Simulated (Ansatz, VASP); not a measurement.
Two plane-wave programs on CS2

INCAR

```
PREC = Accurate ; ENCUT = 600
EDIFF = 1E-7 ; ISMEAR = 0
SIGMA = 0.1 ; LREAL = F
LASPH = T ; NELM = 100
ALGO = Normal ; ISIF = 3
LWAVE = F ; LCHARG = F
GGA = PE ; IVDW = 12
IBRION = 2 ; NSW = 90
EDIFFG = -0.04
```

Contents of KPOINTS:

```
Automatic mesh
0
Gamma
  4 4 6
```

File POSCAR:

```
CS2
1.0
    3.8275067219      0.0000000000      0.0000000000
    0.0000000000      3.8275067219      0.0000000000
    0.0000000000      0.0000000000      3.5245654754
C S
1 2
Direct
    0.0000000000      0.0000000000      0.0000000000
    0.0000000000      0.5000000000      0.0000000000
    0.5000000000      0.0000000000      0.0000000000
```

Input for Ansatz:

```yaml
crystal:
  lattice:
    - [3.8275067219, 0.0, 0.0]
    - [0.0, 3.8275067219, 0.0]
    - [0.0, 0.0, 3.5245654754]
  atoms:
    - { symbol: C, position: [0.0, 0.0, 0.0] }
    - { symbol: S, position: [0.0, 0.5, 0.0] }
    - { symbol: S, position: [0.5, 0.0, 0.0] }
basis:
  ecutwfc: 420
kpoints:
  mp_grid: { grid: [4, 4, 6] }
hamiltonian:
  xc: pbe
  dispersion: d3bj
scf:
  occupations: { method: gaussian, width: 0.1 }
  lower_state_search: "off"
output:
  forces: true
  stress: true
  eigenvalues: true
relax:
  adjacent_minimum: "off"
  f_tol: 0.04
  max_steps: 70
  cell: { stress_tol: 0.4 }
```

Alike in both runs: task relaxation of cell and atoms; functional PBE; dispersion D3(BJ); k mesh 4 × 4 × 6; occupations gaussian, width 0.1 eV; no spin polarisation.

```csv
,VASP,Ansatz
version,VASP 6.6.1,Ansatz 0.2.0
potentials or method,"VASP PAW PBE potentials, release 64 (C, S), cutoff 600 eV","scalar-relativistic, plane waves, PAW"
valence electrons in the cell,16,16
```

|  | VASP | Ansatz | Ansatz less VASP |
| --- | --- | --- | --- |
| gap on the k mesh at the Fermi level, each at its own relaxed structure (eV) | none | none | - |
| relaxed volume (Å³/atom) | 15.41 | 15.52 | +0.118 |
| relaxed cell length with the largest relative difference (Å) | 3.181 | 3.200 | +0.0191 |

A gap of «none» marks a metal or a gap that the smearing closes.

The k mesh is coarse, so the values compare programs but aren't converged.
